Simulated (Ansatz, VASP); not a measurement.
## GaN: VASP beside Ansatz

```
CELL_PARAMETERS angstrom
3.21854 0.00000 0.00000
-1.60927 2.78734 0.00000
0.00000 0.00000 5.24338
ATOMIC_POSITIONS crystal
Ga 0.33333 0.66667 0.99914
Ga 0.66667 0.33333 0.49914
N 0.33333 0.66667 0.37586
N 0.66667 0.33333 0.87586
```

Alike in both runs: functional PBE; k mesh 12 × 12 × 6; occupations gaussian, width 0.02 eV; no spin polarisation.

Ansatz relaxed the structure, and its values are those at the end. VASP's run is a single point on that final structure, the one shown.

```csv
,VASP,Ansatz
version,VASP 6.6.1,Ansatz 0.2.0
potentials or method,"VASP PAW PBE potentials, release 64 (Ga_d, N), cutoff 600 eV","scalar-relativistic, plane waves, PAW"
valence electrons in the cell,36,36
```

|  | VASP | Ansatz | Ansatz less VASP |
| --- | --- | --- | --- |
| gap on the k mesh at the Fermi level (eV) | 1.71 | 1.71 | -0.003 |
| least direct gap on the mesh (eV) | 1.71 | 1.71 | -0.003 |
| pressure (GPa) | 0.0 | 0.0 | +0.03 |

With one functional, cell and mesh, what is left measures potentials, basis and numerics.
